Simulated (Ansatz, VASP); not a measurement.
Two plane-wave programs on NaFeN

INCAR

```
SYSTEM = NaFeN
PREC = Accurate
ENCUT = 520
EDIFF = 1E-6
ISMEAR = 1
SIGMA = 0.05
LREAL = .False.
LASPH = .True.
NELM = 150
ALGO = Normal
ISIF = 2
LWAVE = .False.
LCHARG = .False.
ISPIN = 2
MAGMOM = 0 0 3.5 -3.5 0 0
LORBIT = 11
LMAXMIX = 4
LDAU = .True.
LDAUTYPE = 2
LDAUL = -1 2 -1
LDAUU = 0 7 0
LDAUJ = 0 0 0
LDAUPRINT = 1
GGA = PE
NBANDS = 33
```

KPOINTS

```
Automatic mesh
0
Gamma
  7 7 2
  0 0 0
```

Contents of POSCAR:

```
NaFeN
1.0
    2.9791990000      0.0000000000      0.0000000000
   -1.4895990000      2.5800620000      0.0000000000
    0.0000000000      0.0000000000      9.6775910000
Na Fe N
2 2 2
Direct
    0.6666666667      0.3333333333      0.7606900000
    0.3333333333      0.6666666667      0.2606900000
    0.0000000000      0.0000000000      0.5181660000
    0.0000000000      0.0000000000      0.0181660000
    0.3333333333      0.6666666667      0.5657830000
    0.6666666667      0.3333333333      0.0657830000
```

Input for Ansatz:

```yaml
crystal:
  lattice:
    - [2.979199, 0.0, 0.0]
    - [-1.489599, 2.580062, 0.0]
    - [0.0, 0.0, 9.677591]
  atoms:
    - { symbol: Na, position: [0.6666666666666666, 0.3333333333333333, 0.76069] }
    - { symbol: Na, position: [0.3333333333333333, 0.6666666666666666, 0.26069] }
    - { symbol: Fe, position: [0.0, 0.0, 0.518166], spin: 3.5 }
    - { symbol: Fe, position: [0.0, 0.0, 0.018166], spin: -3.5 }
    - { symbol: "N", position: [0.3333333333333333, 0.6666666666666666, 0.565783] }
    - { symbol: "N", position: [0.6666666666666666, 0.3333333333333333, 0.065783] }
basis:
  ecutwfc: 421.77648681281397
kpoints:
  mp_grid:
    grid: [7, 7, 2]
hamiltonian:
  xc: pbe
  hubbard:
    sites:
      - { species: Fe, l: d, u_eff: 7.0 }
    projectors: atomic
magnetization:
  spin_polarized: true
scf:
  algorithm: direct_min
  n_extra_bands: 6
  convergence:
    dr2_threshold: 1.0e-07
  mixing:
    algorithm: anderson
    beta: 0.2
  occupations:
    method: cold
    width: 0.05
output:
  eigenvalues: true
```

Alike in both runs: task single point; functional PBE; k mesh 7 × 7 × 2; collinear spin; Hubbard terms Fe d U = 7.0 eV.

|  | VASP | Ansatz |
| --- | --- | --- |
| version | VASP 6.6.1 | Ansatz 0.2.0 |
| potentials or method | VASP PAW PBE potentials, release 64 (Na_pv, Fe, N), cutoff 520 eV | plane waves, PAW |
| occupations | methfessel-paxton of order 1, width 0.05 eV | cold, width 0.05 eV |
| valence electrons in the cell | 40 | 60 |

VASP gave:

| Property | Result |
| --- | --- |
| gap on the k mesh at the Fermi level (eV) | none |
| net moment per atom (μB) | 0.00 |
| size of the moment on the site where the two differ most (μB) | 3.65 |

Task: Which values does Ansatz return?

Result: gap on the k mesh at the Fermi level (eV): none; net moment per atom (μB): 0.03; size of the moment on the site where the two differ most (μB): 2.38.

Site moments also hang on the region over which each program counts them. The programs project onto different local orbitals, so the same U acts differently, and such runs can settle in different states. A gap of «none» marks a metal or a gap that the smearing closes. VASP's potentials hold 40 valence electrons a cell and Ansatz's 60, so a difference there can come from the potentials and not from the codes. Ansatz's warnings: filled band counts differ across k points, look outside group, stability check not made.
